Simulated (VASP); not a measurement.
# BaTiO3 (P4/mmm) in VASP: a series of runs

The runs below take BaTiO3 through single point, with PBEsol.

All numbers are computed with VASP 6.6.1; they aren't measurements. Logs are shortened: lines on timing, memory, paths and dates and some standing lists are left out, and cuts for length are marked.

## 1. The cell of the first run

Symmetry: P4/mmm, No. 123, tetragonal system. The conventional cell has a = 4.049 Å, b = 4.049 Å, c = 3.922 Å, α = 90.00°, β = 90.00°, γ = 90.00°. Within 3.7 Å of Ba (site symmetry 4/mmm) lie 12 O at 2.82 to 2.86 Å and 8 Ti at 3.47 Å. Within 2.6 Å of Ti (site symmetry 4/mmm) lie 6 O at 1.96 to 2.02 Å. Within 2.7 Å of O (site symmetry mmm) lie 2 Ti at 2.02 Å. O (site symmetry 4/mmm) has 2 Ti at 1.96 Å within 2.6 Å.

## 2. Single point, PBEsol (biaxial strain in the a-b plane: +2.0 %)

Input file INCAR:

```
SYSTEM = BaTiO3
PREC = Accurate ; ENCUT = 520
EDIFF = 1E-6 ; ISMEAR = 0
SIGMA = 0.02 ; LREAL = .False.
LASPH = .True. ; NELM = 80
ALGO = Normal ; ISIF = 2
LWAVE = .False. ; LCHARG = .False.
GGA = PS ; NBANDS = 28
```

Input file KPOINTS:

```
regular mesh
0
Gamma
  8 8 8
  0 0 0
```

Input file POSCAR:

```
BaTiO3
1.0
    4.0492667176      0.0000000000      0.0000000000
    0.0000000000      4.0492667176      0.0000000000
    0.0000000000      0.0000000000      3.9222308990
Ba Ti O
1 1 3
Direct
    0.5000000000      0.5000000000      0.5000000000
    0.0000000000      0.0000000000      0.0000000000
    0.5000000000      0.0000000000      0.0000000000
    0.0000000000      0.5000000000      0.0000000000
    0.0000000000      0.0000000000      0.5000000000
```

Potentials or basis: VASP PAW PBE potentials, release 64 (Ba_sv, Ti_sv, O).

Started as:

```
> cat potpaw_PBE.64/Ba_sv/POTCAR potpaw_PBE.64/Ti_sv/POTCAR potpaw_PBE.64/O/POTCAR > POTCAR
> mpirun -np 1 vasp_std > vasp.out
```

OUTCAR:

```text
SYSTEM = BaTiO3
   PREC = Accurate
   ENCUT = 520
   EDIFF = 1E-6
   ISMEAR = 0
   LREAL = .False.
   LASPH = .True.
   NELM = 80
   ISIF = 2
   GGA = PS

 ion  position               nearest neighbor table
   1  0.500  0.500  0.500-   3 2.82   4 2.82   3 2.82   4 2.82   3 2.82   3 2.82   4 2.82   4 2.82
                             5 2.86   5 2.86   5 2.86   5 2.86   2 3.47   2 3.47   2 3.47   2 3.47
   2  0.000  0.000  0.000-   5 1.96   5 1.96   3 2.02   4 2.02   4 2.02   3 2.02   1 3.47   1 3.47
                             1 3.47   1 3.47   1 3.47   1 3.47   1 3.47   1 3.47
   3  0.500  0.000  0.000-   2 2.02   2 2.02   1 2.82   1 2.82   1 2.82   1 2.82
   4  0.000  0.500  0.000-   2 2.02   2 2.02   1 2.82   1 2.82   1 2.82   1 2.82
   5  0.000  0.000  0.500-   2 1.96   2 1.96   1 2.86   1 2.86   1 2.86   1 2.86

  LATTYP: Found a simple tetragonal cell.
 ALAT       =     4.0492667176
 C/A-ratio  =     0.9686274510

  Lattice vectors:

 A1 = (   4.0492667176,   0.0000000000,   0.0000000000)
 A2 = (   0.0000000000,   4.0492667176,   0.0000000000)
 A3 = (   0.0000000000,   0.0000000000,   3.9222308990)

Analysis of symmetry for initial positions (statically):
=====================================================================
 Subroutine PRICEL returns:
 Original cell was already a primitive cell.

 Routine SETGRP: Setting up the symmetry group for a
 simple tetragonal supercell.

 Subroutine GETGRP returns: Found 16 space group operations
 (whereof 16 operations were pure point group operations)
 out of a pool of 16 trial point group operations.

The static configuration has the point symmetry D_4h.

Analysis of symmetry for dynamics (positions and initial velocities):
=====================================================================
 Subroutine PRICEL returns:
 Original cell was already a primitive cell.

 Routine SETGRP: Setting up the symmetry group for a
 simple tetragonal supercell.

 Subroutine GETGRP returns: Found 16 space group operations
 (whereof 16 operations were pure point group operations)
 out of a pool of 16 trial point group operations.

The dynamic configuration has the point symmetry D_4h.

 Subroutine INISYM returns: Found 16 space group operations
 (whereof 16 operations are pure point group operations),
 and found     1 'primitive' translations

----------------------------------------------------------------------------------------

                                     Primitive cell

  volume of cell :      64.3111

  direct lattice vectors                    reciprocal lattice vectors
     4.049266718  0.000000000  0.000000000     0.246958294  0.000000000  0.000000000
     0.000000000  4.049266718  0.000000000     0.000000000  0.246958294  0.000000000
     0.000000000  0.000000000  3.922230899     0.000000000  0.000000000  0.254956943

  length of vectors
     4.049266718  4.049266718  3.922230899     0.246958294  0.246958294  0.254956943

  position of ions in fractional coordinates (direct lattice)
     0.500000000  0.500000000  0.500000000
     0.000000000  0.000000000  0.000000000
     0.500000000  0.000000000  0.000000000
     0.000000000  0.500000000  0.000000000
     0.000000000  0.000000000  0.500000000

  ion indices of the primitive-cell ions
   primitive index   ion index
                 1           1
                 2           2
                 3           3
                 4           4
                 5           5

----------------------------------------------------------------------------------------

 KPOINTS: regular mesh

Automatic generation of k-mesh.
 Grid dimensions read from file:
 generate k-points for:    8    8    8

 Generating k-lattice:

  Cartesian coordinates                     Fractional coordinates (reciprocal lattice)
     0.030869787  0.000000000  0.000000000     0.125000000  0.000000000  0.000000000
     0.000000000  0.030869787  0.000000000     0.000000000  0.125000000  0.000000000
     0.000000000  0.000000000  0.031869618     0.000000000  0.000000000  0.125000000

  Length of vectors
     0.030869787  0.030869787  0.031869618

  Shift w.r.t. Gamma in fractional coordinates (k-lattice)
     0.000000000  0.000000000  0.000000000

 Subroutine IBZKPT returns following result:
 ===========================================

 Found     75 irreducible k-points:

 Following reciprocal coordinates:
            Coordinates               Weight
  0.000000  0.000000  0.000000      1.000000
  0.125000  0.000000  0.000000      4.000000
  0.250000  0.000000  0.000000      4.000000
  0.375000  0.000000  0.000000      4.000000
  0.500000  0.000000  0.000000      2.000000
  0.125000  0.125000  0.000000      4.000000
[... 16 lines left out ...]
  0.375000  0.125000  0.125000     16.000000
  0.500000  0.125000  0.125000      8.000000
 [... further k-points ...]
   k-points           NKPTS =     75   k-points in BZ     NKDIM =     75   number of bands    NBANDS=     28
   number of dos      NEDOS =    301   number of ions     NIONS =      5
   total plane-waves  NPLWV =  27000
   dimension x,y,z NGX =    30 NGY =   30 NGZ =   30
   dimension x,y,z NGXF=    60 NGYF=   60 NGZF=   60
   ions per type =               1   1   3
   NGX,Y,Z   is equivalent  to a cutoff of  12.32, 12.32, 12.72 a.u.
   NGXF,Y,Z  is equivalent  to a cutoff of  24.63, 24.63, 25.43 a.u.
 SYSTEM =  BaTiO3
   PREC   = accura    normal or accurate (medium, high low for compatibility)
   ISTART =      0    job   : 0-new  1-cont  2-samecut
   ICHARG =      2    charge: 1-file 2-atom 10-const
   ISPIN  =      1    spin polarized calculation?
   LNONCOLLINEAR =      F non collinear calculations
   LSORBIT =      F    spin-orbit coupling
   LASPH  =      T    aspherical Exc in radial PAW
   ENCUT  =  520.0 eV  38.22 Ry    6.18 a.u.   7.53  7.53  7.29*2*pi/ulx,y,z
   NELM   =     80;   NELMIN=  2; NELMDL= -5     # of ELM steps
   EDIFF  = 0.1E-05   stopping-criterion for ELM
   LREAL  =      F    real-space projection
   EDIFFG = 0.1E-04   stopping-criterion for IOM
   NSW    =      0    number of steps for IOM
   IBRION =     -1    ionic relax: 0-MD 1-quasi-New 2-CG
   NFREE  =      0    steps in history (QN), initial steepest desc. (CG)
   ISIF   =      2    stress and relaxation
   ISYM   =      2    0-nonsym 1-usesym 2-fastsym
   POTIM  = 0.5000    time-step for ionic-motion
   TEBEG  =    0.0;   TEEND  =   0.0 temperature during run
   PSTRESS=    0.0 pullay stress
   NELECT =      40.0000    total number of electrons
   NUPDOWN=      -1.0000    fix difference up-down
   EMIN   =  10.00;   EMAX   =-10.00  energy-range for DOS
   EFERMI =   0.00;   METHOD = LEGACY
   ISMEAR =     0;   SIGMA  =   0.02  broadening in eV -4-tet -1-fermi 0-gaus
   EFERMI_NEDOS =   21; number of points for ismear=-14 and -15
   IALGO  =     38    algorithm
   IMIX   =      4    mixing-type and parameters
     AMIX     =   0.40;   BMIX     =  1.00
     AMIX_MAG =   1.60;   BMIX_MAG =  1.00
  volume/ion in A,a.u.               =      12.86        86.80
  Fermi-wavevector in a.u.,A,eV,Ry     =   1.397439  2.640777 26.569943  1.952836
  Thomas-Fermi vector in A             =   2.520695
   LORBIT       =      0    0 simple, 1 ext, 2 COOP (PROOUT), +10 PAW based schemes
   GGA     = PS    functional components
   LHFCALC =     F    Hartree Fock is set to
   AEXX    =    0.0000 exact exchange contribution
   IVDW    =     0    specifies the selected vdW correction
   LEPSILON=     F    determine dielectric tensor
   LRPA    =     F    only Hartree local field effects (RPA)
 non-spin polarized calculation
 Gauss-broadening in eV      SIGMA  =   0.02
  energy-cutoff  :      520.00
  volume of cell :       64.31
 maximum number of plane-waves:      1756
   NGX = 15   NGY = 15   NGZ = 15

 number of electron      39.9999991 magnetization

 Free energy of the ion-electron system (eV)
  ---------------------------------------------------
  ext. energy  EPLUGINS =         0.00000000
  ---------------------------------------------------
  free energy    TOTEN  =       -41.94700608 eV

  energy without entropy =      -41.94700608  energy(sigma->0) =      -41.94700608

 E-fermi :   3.9096     XC(G=0): -11.5015

 val. band max:        3.6966040383   @ k =   0.5000   0.5000   0.5000
 cond. band min:       5.3231717884   @ k =   0.0000   0.0000   0.0000
 fundamental gap:      1.6265677501
 Fermi energy:         3.9096376399

 k-point     1 :       0.0000    0.0000    0.0000
  band No.  band energies     occupation
      1     -52.7120      2.00000
      2     -29.0477      2.00000
      3     -29.0291      2.00000
      4     -29.0291      2.00000
      5     -21.0982      2.00000
      6     -13.1759      2.00000
[... 20 lines left out ...]
     27       8.7466      0.00000
     28      10.8331      0.00000

 k-point     2 :       0.1250    0.0000    0.0000
  band No.  band energies     occupation
      1     -52.7119      2.00000
      2     -29.0474      2.00000
      3     -29.0359      2.00000
      4     -29.0288      2.00000
      5     -21.0821      2.00000
      6     -13.1961      2.00000
[... 20 lines left out ...]
     27       9.0411      0.00000
     28      11.1973      0.00000

 k-point     3 :       0.2500    0.0000    0.0000
  band No.  band energies     occupation
      1     -52.7115      2.00000
      2     -29.0524      2.00000
      3     -29.0468      2.00000
      4     -29.0282      2.00000
      5     -21.0425      2.00000
      6     -13.2756      2.00000
[... 20 lines left out ...]
     27       9.7962      0.00000
     28      12.0352      0.00000

 k-point     4 :       0.3750    0.0000    0.0000
  band No.  band energies     occupation
      1     -52.7112      2.00000
      2     -29.0687      2.00000
      3     -29.0462      2.00000
      4     -29.0276      2.00000
      5     -21.0022      2.00000
      6     -13.3824      2.00000
[... 578 lines left out ...]
     27      10.2786      0.00000
     28      11.8677      0.00000

 k-point    23 :       0.3750    0.1250    0.1250
  band No.  band energies     occupation
      1     -52.7109      2.00000
      2     -29.0677      2.00000
      3     -29.0559      2.00000
      4     -29.0338      2.00000
      5     -20.9767      2.00000
      6     -13.2443      2.00000
[... 20 lines left out ...]
     27      11.1156      0.00000
     28      12.3076      0.00000

 k-point    24 :       0.5000    0.1250    0.1250
  band No.  band energies     occupation
      1     -52.7108      2.00000
      2     -29.0744      2.00000
      3     -29.0556      2.00000
      4     -29.0335      2.00000
      5     -20.9615      2.00000
      6     -13.2787      2.00000
[... 20 lines left out ...]
     27      11.4793      0.00000
     28      12.4543      0.00000

 [... further k-points ...]
[... 5 lines left out ...]
  --------------------------------------------------------------------------------------
  -------------------------------------------------------------------------------------
  Total       -1.8877033     -1.8877033      0.6359376      0.0000000     -0.0000000      0.0000000
  in kB      -47.0282034    -47.0282034     15.8430644      0.0000000     -0.0000000      0.0000000
  external PRESSURE =     -26.0711141 kB  Pullay stress =       0.0000000 kB

 VOLUME and BASIS-vectors are now :
 -----------------------------------------------------------------------------
  energy-cutoff  :      520.00
  volume of cell :       64.31
      direct lattice vectors                 reciprocal lattice vectors
     4.049266718  0.000000000  0.000000000     0.246958294  0.000000000  0.000000000
     0.000000000  4.049266718  0.000000000     0.000000000  0.246958294  0.000000000
     0.000000000  0.000000000  3.922230899     0.000000000  0.000000000  0.254956943

 POSITION                                       TOTAL-FORCE (eV/Angst)
 -----------------------------------------------------------------------------------
      2.02463      2.02463      1.96112         0.000000      0.000000      0.000000
      0.00000      0.00000      0.00000         0.000000      0.000000      0.000000
      2.02463      0.00000      0.00000         0.000000      0.000000      0.000000
      0.00000      2.02463      0.00000         0.000000      0.000000      0.000000
      0.00000      0.00000      1.96112         0.000000      0.000000      0.000000
 -----------------------------------------------------------------------------------
    total drift:                                0.000000     -0.000000      0.000000

  FREE ENERGIE OF THE ION-ELECTRON SYSTEM (eV)
  ---------------------------------------------------
  free  energy   TOTEN  =       -41.9470060756 eV

  energy  without entropy=      -41.9470060756  energy(sigma->0) =      -41.94700608
```

Run time: 2.2 min. Hardware: 1 thread of Intel Xeon 8259CL, shared host; peak memory 0.27 GiB.

What came out:

```
Free energy            : -41.9470 eV
Pressure               : -2.6 GPa
Band gap on the k mesh : 1.63 eV (least direct gap 1.78 eV)
```

Levels at points of the mesh, in eV from the valence-band top:
```csv
k point,band 17,band 18,band 19,band 20,band 21,band 22,band 23,band 24
"(0.00, 0.00, 0.00)",-1.05,-0.19,-0.19,-0.15,1.63,1.69,1.69,3.77
"(0.50, 0.00, 0.00)",-1.76,-1.76,-0.76,-0.72,1.84,3.35,3.36,3.94
"(0.50, 0.50, 0.00)",-1.77,-1.09,-1.09,-0.19,3.37,3.37,3.75,4.95
"(0.00, 0.00, 0.50)",-2.00,-1.96,-0.77,-0.77,1.82,3.63,3.63,3.78
"(0.50, 0.00, 0.50)",-1.77,-0.83,-0.82,-0.10,3.36,3.64,3.94,4.62
"(0.50, 0.50, 0.50)",-2.25,-0.08,0.00,0.00,4.03,4.19,4.19,6.48
```

Caveat: the cell differs from its parent crystal (biaxial strain in the a-b plane: +2.0 %); the stress differs along the axes, from -5 to 2 GPa; the PAW data sets were made with another functional, which shifts forces and pressure a little; spin-orbit coupling is left out, which moves the levels of the heavy elements.

[end of part 1 of 2]
